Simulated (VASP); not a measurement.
# Hf4H3 (P3m1) in VASP: further runs

Hf4H3 is run at these levels: PBE; tasks: single point, relaxation of cell and atoms.

Everything below comes from runs of VASP 6.6.1. Logs are shortened: lines on timing, memory, paths and dates and some standing lists are left out, and cuts for length are marked.

### Step 1. The cell of the first run

Symmetry: P3m1, No. 156, trigonal system. Conventional cell: a = 3.227 Å, b = 3.227 Å, c = 10.835 Å, α = 90.00°, β = 90.00°, γ = 120.00°. Within 2.7 Å of Hf (site symmetry 3m) lie 4 H at 2.07 to 2.15 Å. Within 2.7 Å of Hf (site symmetry 3m) lie 7 H at 2.00 to 2.06 Å. Hf (site symmetry 3m) has 1 H at 2.06 Å within 2.7 Å. Within 4.1 Å of Hf (site symmetry 3m) lie 12 Hf at 3.14 to 3.23 Å and 1 H at 3.46 Å. Within 2.7 Å of H (site symmetry 3m) lie 4 Hf at 2.06 to 2.07 Å and 3 H at 2.25 Å. H (site symmetry 3m) has 4 Hf at 2.03 to 2.15 Å and 6 H at 2.25 to 2.41 Å within 2.7 Å. Within 2.7 Å of H (site symmetry 3m) lie 4 Hf at 2.00 to 2.06 Å and 3 H at 2.41 Å.

### Step 2. Single point, PBE

Input file INCAR:

```
SYSTEM = Hf4H3
PREC = Accurate
ENCUT = 520
EDIFF = 1E-6
ISMEAR = 0
SIGMA = 0.2
LREAL = .False.
LASPH = .True.
NELM = 80
ALGO = Normal
ISIF = 2
LWAVE = .False.
LCHARG = .True.
GGA = PE
LELF = .True.
LVHAR = .True.
NBANDS = 30
```

Input file KPOINTS:

```
Automatic mesh
0
Gamma
  6 6 2
  0 0 0
```

Input file POSCAR:

```
Hf4H3
1.0
    3.2272110242      0.0000000000      0.0000000000
   -1.6136055121      2.7948467304      0.0000000000
    0.0000000000      0.0000000000     10.8346223938
Hf H
4 3
Direct
    0.0000000000      0.0000000000     -0.0177878773
    0.3333333333      0.6666666667      0.2543897367
    0.6666666667      0.3333333333      0.5125533838
    0.3333333333      0.6666666667      0.7456327594
    0.3333333333      0.6666666667      0.0646362236
    0.0000000000      0.0000000000      0.1808503785
    0.6666666667      0.3333333333      0.3222253953
```

Potentials or basis: VASP PAW PBE potentials, release 64 (Hf_pv, H).

Launch:

```sh
$ cat potpaw_PBE.64/Hf_pv/POTCAR potpaw_PBE.64/H/POTCAR > POTCAR
$ mpirun -np 1 vasp_std > vasp.out
```

OUTCAR:

```text
SYSTEM = Hf4H3
   PREC = Accurate
   ENCUT = 520
   EDIFF = 1E-6
   ISMEAR = 0
   LREAL = .False.
   LASPH = .True.
   NELM = 80
   ISIF = 2
   GGA = PE

 ion  position               nearest neighbor table
   1  0.000  0.000  0.982-   5 2.07   5 2.07   5 2.07   6 2.15   4 3.17   4 3.17   4 3.17   2 3.49
                             2 3.49   2 3.49
   2  0.333  0.667  0.254-   7 2.00   7 2.00   7 2.00   6 2.03   6 2.03   6 2.03   5 2.06   3 3.36
                             3 3.36   3 3.36   1 3.49   1 3.49   1 3.49
   3  0.667  0.333  0.513-   7 2.06   4 3.14   4 3.14   4 3.14   2 3.36   2 3.36   2 3.36
   4  0.333  0.667  0.746-   3 3.14   3 3.14   3 3.14   1 3.17   1 3.17   1 3.17
   5  0.333  0.667  0.065-   2 2.06   1 2.07   1 2.07   1 2.07
   6  0.000  0.000  0.181-   2 2.03   2 2.03   2 2.03   1 2.15
   7  0.667  0.333  0.322-   2 2.00   2 2.00   2 2.00   3 2.06

  LATTYP: Found a hexagonal cell.
 ALAT       =     3.2272110242
 C/A-ratio  =     3.3572711275

  Lattice vectors:

 A1 = (   3.2272110242,   0.0000000000,   0.0000000000)
 A2 = (  -1.6136055121,   2.7948467304,   0.0000000000)
 A3 = (   0.0000000000,   0.0000000000,  10.8346223938)

Analysis of symmetry for initial positions (statically):
=====================================================================
 Subroutine PRICEL returns:
 Original cell was already a primitive cell.

 Routine SETGRP: Setting up the symmetry group for a
 hexagonal supercell.

 Subroutine GETGRP returns: Found  6 space group operations
 (whereof  6 operations were pure point group operations)
 out of a pool of 24 trial point group operations.

The static configuration has the point symmetry C_3v.

Analysis of symmetry for dynamics (positions and initial velocities):
=====================================================================
 Subroutine PRICEL returns:
 Original cell was already a primitive cell.

 Routine SETGRP: Setting up the symmetry group for a
 hexagonal supercell.

 Subroutine GETGRP returns: Found  6 space group operations
 (whereof  6 operations were pure point group operations)
 out of a pool of 24 trial point group operations.

The dynamic configuration has the point symmetry C_3v.

 Subroutine INISYM returns: Found  6 space group operations
 (whereof  6 operations are pure point group operations),
 and found     1 'primitive' translations

[... 96 lines left out ...]
   NSW    =      0    number of steps for IOM
   IBRION =     -1    ionic relax: 0-MD 1-quasi-New 2-CG
   NFREE  =      0    steps in history (QN), initial steepest desc. (CG)
   ISIF   =      2    stress and relaxation
   ISYM   =      2    0-nonsym 1-usesym 2-fastsym
   POTIM  = 0.5000    time-step for ionic-motion
   TEBEG  =    0.0;   TEEND  =   0.0 temperature during run
   PSTRESS=    0.0 pullay stress
   NELECT =      43.0000    total number of electrons
   NUPDOWN=      -1.0000    fix difference up-down
   EMIN   =  10.00;   EMAX   =-10.00  energy-range for DOS
   EFERMI =   0.00;   METHOD = LEGACY
   ISMEAR =     0;   SIGMA  =   0.20  broadening in eV -4-tet -1-fermi 0-gaus
   EFERMI_NEDOS =   21; number of points for ismear=-14 and -15
   IALGO  =     38    algorithm
   IMIX   =      4    mixing-type and parameters
     AMIX     =   0.40;   BMIX     =  1.00
     AMIX_MAG =   1.60;   BMIX_MAG =  1.00
  volume/ion in A,a.u.               =      13.96        94.21
  Fermi-wavevector in a.u.,A,eV,Ry     =   1.245178  2.353044 21.095385  1.550467
  Thomas-Fermi vector in A             =   2.379411
   LORBIT       =      0    0 simple, 1 ext, 2 COOP (PROOUT), +10 PAW based schemes
   GGA     = PE    functional components
   LHFCALC =     F    Hartree Fock is set to
   AEXX    =    0.0000 exact exchange contribution
   IVDW    =     0    specifies the selected vdW correction
   LEPSILON=     F    determine dielectric tensor
   LRPA    =     F    only Hartree local field effects (RPA)
 non-spin polarized calculation
 Gauss-broadening in eV      SIGMA  =   0.20
  energy-cutoff  :      520.00
  volume of cell :       97.72
 maximum number of plane-waves:      2682
   NGX = 13   NGY = 13   NGZ = 41

 number of electron      43.0000007 magnetization

 Free energy of the ion-electron system (eV)
  ---------------------------------------------------
  ext. energy  EPLUGINS =         0.00000000
  ---------------------------------------------------
  free energy    TOTEN  =       -51.79296289 eV

  energy without entropy =      -51.71550711  energy(sigma->0) =      -51.75423500

 E-fermi :   4.7240     XC(G=0): -11.2243

 val. band max:        4.6596210675   @ k =   0.3333   0.0000   0.0000
 cond. band min:       4.7438093378   @ k =   0.3333   0.3333   0.5000
 fundamental gap:      0.0841882702
 Fermi energy:         4.7239618346

 k-point     1 :       0.0000    0.0000    0.0000
  band No.  band energies     occupation
      1     -26.3866      2.00000
      2     -26.1296      2.00000
      3     -26.0296      2.00000
      4     -26.0296      2.00000
      5     -26.0142      2.00000
      6     -25.7463      2.00000
[... 451 lines left out ...]
     29       8.6893      0.00000
     30       9.3472      0.00000

------------------------ aborting loop because EDIFF is reached ----------------------------------------

  FORCE on cell =-STRESS in cart. coord.  units (eV):
  Direction    XX          YY          ZZ          XY          YZ          ZX
  --------------------------------------------------------------------------------------
  -------------------------------------------------------------------------------------
  Total       -0.4193843     -0.4193843     -0.3307734      0.0000000      0.0000000     -0.0000000
  in kB       -6.8758053     -6.8758053     -5.4230296      0.0000000      0.0000000     -0.0000000
  external PRESSURE =      -6.3915468 kB  Pullay stress =       0.0000000 kB

 VOLUME and BASIS-vectors are now :
 -----------------------------------------------------------------------------
  energy-cutoff  :      520.00
  volume of cell :       97.72
      direct lattice vectors                 reciprocal lattice vectors
     3.227211024  0.000000000  0.000000000     0.309865079  0.178900687  0.000000000
    -1.613605512  2.794846730  0.000000000     0.000000000  0.357801374  0.000000000
     0.000000000  0.000000000 10.834622394     0.000000000  0.000000000  0.092296710

 POSITION                                       TOTAL-FORCE (eV/Angst)
 -----------------------------------------------------------------------------------
      0.00000      0.00000     10.64190         0.000000     -0.000000     -0.005681
     -0.00000      1.86323      2.75622         0.000000     -0.000000     -0.033214
      1.61361      0.93162      5.55332        -0.000000      0.000000      0.027864
     -0.00000      1.86323      8.07865        -0.000000      0.000000      0.029000
     -0.00000      1.86323      0.70031        -0.000000     -0.000000      0.004398
      0.00000      0.00000      1.95945        -0.000000     -0.000000      0.016041
      1.61361      0.93162      3.49119        -0.000000     -0.000000     -0.038409
 -----------------------------------------------------------------------------------
    total drift:                                0.000000     -0.000000     -0.000264

  FREE ENERGIE OF THE ION-ELECTRON SYSTEM (eV)
  ---------------------------------------------------
  free  energy   TOTEN  =       -51.7929628890 eV

  energy  without entropy=      -51.7155071099  energy(sigma->0) =      -51.75423500
```

stdout:

```text
POSCAR found type information on POSCAR HfH
 POSCAR found :  2 types and       7 ions
 scaLAPACK will be used
 LDA part: xc-table for (Slater+PW92), standard interpolation
 POSCAR, INCAR and KPOINTS ok, starting setup
 FFT: planning ... GRIDC
 FFT: planning ... GRID_SOFT
 FFT: planning ... GRID
 WAVECAR not read
 entering main loop
```

It took 52 s on 1 thread of Oxide Virtual Turin-like, shared host; peak memory 0.18 GiB.

Results:

- Free energy: -51.7930 eV
- Pressure: -0.6 GPa
- Largest force: 0.038 eV/Å

Forces in eV/Å, atoms in the order of the input:
```
Hf   0.000  0.000 -0.006
Hf   0.000  0.000 -0.033
Hf   0.000  0.000  0.028
Hf   0.000  0.000  0.029
H    0.000  0.000  0.004
H    0.000  0.000  0.016
H    0.000  0.000 -0.038
```

Levels at points of the mesh, in eV from the Fermi level:
```
           k point  band 17  band 18  band 19  band 20  band 21  band 22  band 23  band 24  band 25  band 26
(0.00, 0.00, 0.00)    -3.75    -1.47     0.14     0.35     0.35     0.94     0.94     1.06     1.46     1.46
(0.50, 0.00, 0.00)    -2.71    -2.29    -1.73    -1.54    -0.83     0.14     0.85     1.08     1.24     2.32
(0.00, 0.00, 0.50)    -3.63    -1.38     0.07     0.37     0.37     0.75     1.00     1.00     1.38     1.38
(0.50, 0.00, 0.50)    -2.98    -2.59    -1.79    -1.24    -0.58     0.09     0.96     1.19     1.19     1.33
```

Caveat: the k points lie up to 0.37 Å⁻¹ apart; spin-orbit coupling is left out, which moves the levels of the heavy elements.

### Step 3. Single point, PBE

Input file INCAR:

```
SYSTEM = Hf4H3
ALGO = Normal
EDIFF = 1E-6
ENCUT = 520
GGA = PE
ISIF = 2
ISMEAR = 0
LASPH = .TRUE.
LCHARG = .TRUE.
LELF = .TRUE.
LREAL = .FALSE.
LVHAR = .TRUE.
LWAVE = .FALSE.
NBANDS = 30
NELM = 80
PREC = Accurate
SIGMA = 0.2
```

Input file KPOINTS:

```
k-points
0
G
  6 6 2
  0 0 0
```

Input file POSCAR:

```
Hf4H3
1.0
    3.2314777420      0.0000000000      0.0000000000
   -1.6157388710      2.7985418163      0.0000000000
    0.0000000000      0.0000000000     10.8169991084
Hf H
4 3
Direct
    1.0000000000      1.0000000000      0.9818644205
    0.3333333333      0.6666666667      0.2541310005
    0.6666666667      0.3333333333      0.5131354156
    0.3333333333      0.6666666667      0.7465533790
    0.3333333333      0.6666666667      0.0639981288
    1.0000000000      1.0000000000      0.1814821457
    0.6666666667      0.3333333333      0.3213355098
```

Potentials or basis: VASP PAW PBE potentials, release 64 (Hf_pv, H).

Launch:

```sh
$ cat potpaw_PBE.64/Hf_pv/POTCAR potpaw_PBE.64/H/POTCAR > POTCAR
$ mpirun -np 1 vasp_std > vasp.out
```

Wall time 82 s (1 thread of Oxide Virtual Turin-like, shared host); peak memory 0.18 GiB.

It converged, with:

| Property | Result |
| --- | --- |
| Free energy | -51.7923 eV |
| Pressure | -0.7 GPa |
| Largest force | 0.048 eV/Å |

Forces on the atoms (eV/Å):
```
Hf   0.000  0.000  0.048
Hf   0.000  0.000 -0.011
Hf   0.000  0.000 -0.027
Hf   0.000  0.000 -0.029
H    0.000  0.000  0.022
H    0.000  0.000 -0.012
H    0.000  0.000  0.009
```

Stress tensor (GPa, compression positive):
```
-0.85  0.00  0.00
 0.00 -0.85  0.00
 0.00  0.00 -0.48
```

Levels at points of the mesh, in eV from the Fermi level:
| k point | band 18 | band 19 | band 20 | band 21 | band 22 | band 23 | band 24 | band 25 |
| --- | --- | --- | --- | --- | --- | --- | --- | --- |
| (0.00, 0.00, 0.00) | -1.46 | 0.17 | 0.34 | 0.34 | 0.93 | 0.93 | 1.09 | 1.45 |
| (0.50, 0.00, 0.00) | -2.29 | -1.73 | -1.54 | -0.83 | 0.13 | 0.84 | 1.10 | 1.24 |
| (0.00, 0.00, 0.50) | -1.36 | 0.11 | 0.36 | 0.36 | 0.76 | 0.98 | 0.98 | 1.37 |
| (0.50, 0.00, 0.50) | -2.59 | -1.79 | -1.24 | -0.57 | 0.08 | 0.98 | 1.17 | 1.18 |

Caveat: the k points lie up to 0.37 Å⁻¹ apart; spin-orbit coupling is left out, which moves the levels of the heavy elements.

### Step 4. Relaxation of cell and atoms, PBE

This run uses another cell than the first one, of 13.90 Å³/atom, 0.996 times its volume.

Input file INCAR:

```
ALGO     = Normal         # electronic algorithm
EDIFF    = 1E-6           # SCF threshold, eV
EDIFFG   = -0.08          # ionic threshold
ENCUT    = 600            # plane-wave cutoff, eV
GGA      = PE             # functional
IBRION   = 2              # ionic algorithm
ISIF     = 3              # what is computed and relaxed
ISMEAR   = 0              # smearing method
LASPH    = True           # aspherical terms in the spheres
LCHARG   = False          # write CHGCAR
LREAL    = False          # projectors in reciprocal space
LWAVE    = False          # write WAVECAR
NELM     = 100            # most SCF steps
NSW      = 36             # ionic steps
PREC     = Accurate       # precision mode
SIGMA    = 0.2            # smearing width, eV
```

Input file KPOINTS:

```
k-points
0
Gamma
  6 6 2
```

Input file POSCAR:

```
Hf4H3
1.0
    3.2300000000      0.0000000000      0.0000000000
   -1.6150000000      2.7972620500      0.0000000000
    0.0000000000      0.0000000000     10.7700000000
Hf H
4 3
Direct
    0.0000000000      0.0000000000      0.0000000000
    0.3333333300      0.6666666700      0.2500000000
    0.6666666700      0.3333333300      0.5000000000
    0.3333333300      0.6666666700      0.7500000000
    0.3333333300      0.6666666700      0.0625000000
    0.0000000000      0.0000000000      0.1875000000
    0.6666666700      0.3333333300      0.3125000000
```

Launch:

```sh
$ cat potpaw_PBE.64/Hf_pv/POTCAR potpaw_PBE.64/H/POTCAR > POTCAR
$ mpirun -np 1 vasp_std > vasp.out
```

Run time: 10 min. Hardware: 1 thread of Oxide Virtual Turin-like, shared host; peak memory 0.24 GiB.

It converged, with:

- Free energy: -51.7954 eV
- Relaxed volume: 13.94 Å³/atom
- Relaxed cell: a = 3.224 Å, b = 3.224 Å, c = 10.843 Å, α = 90.00°, β = 90.00°, γ = 120.00°
- Space group after relaxing (to 0.05 Å): P3m1 (No. 156)
- Energy gained by relaxing: 37.5 meV/atom
- Ionic steps: 9
- Pressure after relaxing: -0.4 GPa
- Largest force after relaxing: 0.074 eV/Å

Forces on the atoms (eV/Å):
```
Hf   0.000  0.000 -0.029
Hf   0.000  0.000 -0.009
Hf   0.000  0.000 -0.052
Hf   0.000  0.000  0.057
H    0.000  0.000  0.009
H    0.000  0.000 -0.049
H    0.000  0.000  0.074
```

Stress tensor (GPa, compression positive):
```
-0.20  0.00  0.00
 0.00 -0.20  0.00
 0.00  0.00 -0.69
```

The path:
```csv
step,energy change (eV),largest force (eV/Å),pressure (GPa),volume (Å³)
1,0.0000,1.8273,1.62,97.31
2,-0.1615,0.7525,-1.68,99.31
3,-0.1792,0.4720,-2.98,100.25
4,-0.2333,0.3260,0.76,96.92
5,-0.2334,0.3246,0.65,97.01
6,-0.2501,0.2440,0.29,97.20
7,-0.2539,0.1805,0.05,97.33
8,-0.2601,0.1328,-0.14,97.46
9,-0.2625,0.0743,-0.37,97.60
```

Final structure:
```cif
data_structure
_symmetry_space_group_name_H-M 'P 1'
_symmetry_Int_Tables_number 1
_cell_length_a 3.2240
_cell_length_b 3.2240
_cell_length_c 10.8430
_cell_angle_alpha 90.000
_cell_angle_beta 90.000
_cell_angle_gamma 120.000
_cell_volume 97.60
loop_
_atom_site_label
_atom_site_type_symbol
_atom_site_fract_x
_atom_site_fract_y
_atom_site_fract_z
_atom_site_occupancy
Hf1 Hf 0.00000 0.00000 0.98261 1
Hf2 Hf 0.33333 0.66667 0.25427 1
Hf3 Hf 0.66667 0.33333 0.51291 1
Hf4 Hf 0.33333 0.66667 0.74543 1
H1 H 0.33333 0.66667 0.06473 1
H2 H 0.00000 0.00000 0.18205 1
H3 H 0.66667 0.33333 0.32050 1
```

Levels at points of the mesh, in eV from the Fermi level:
```csv
k point,band 18,band 19,band 20,band 21,band 22,band 23,band 24,band 25
"(0.00, 0.00, 0.00)",-1.48,0.12,0.35,0.35,0.95,0.95,1.07,1.46
"(0.50, 0.00, 0.00)",-2.30,-1.73,-1.54,-0.83,0.14,0.87,1.07,1.24
"(0.00, 0.00, 0.50)",-1.39,0.05,0.37,0.37,0.76,1.00,1.00,1.39
"(0.50, 0.00, 0.50)",-2.60,-1.79,-1.24,-0.58,0.09,0.95,1.19,1.20
```

Caveat: the k points lie up to 0.38 Å⁻¹ apart in the final cell; spin-orbit coupling is left out, which moves the levels of the heavy elements; the relaxation stopped at a loose force limit of 0.08 eV/Å, so its end isn't a converged minimum.

[end of part 1 of 2]
